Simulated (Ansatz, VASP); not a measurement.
**Al: VASP beside Ansatz**

```
Al
1.0
     2.81246    0.00000    0.00000
    -1.40623    2.43566    0.00000
     0.00000    0.00000    4.86685
Al
2
Direct
  0.66667 0.33333 0.75000
  0.33333 0.66667 0.25000
```

Alike in both runs: task single point; functional PBE; k mesh 9 × 9 × 4; occupations gaussian, width 0.1 eV; no spin polarisation.

|  | VASP | Ansatz |
| --- | --- | --- |
| version | VASP 6.6.1 | Ansatz 0.2.0 |
| potentials or method | VASP PAW PBE potentials, release 64 (Al), cutoff 500 eV | scalar-relativistic, plane waves, PAW |
| valence electrons in the cell | 6 | 6 |

|  | VASP | Ansatz | Ansatz less VASP |
| --- | --- | --- | --- |
| gap on the k mesh at the Fermi level (eV) | none | none | - |
| pressure (GPa) | 0.6 | 0.6 | +0.03 |
| traceless stress, the component that is largest in VASP (GPa) | -0.14 | -0.14 | -0.007 |

A gap of «none» marks a metal or a gap that the smearing closes. With one functional, cell and mesh, what is left measures potentials, basis and numerics.
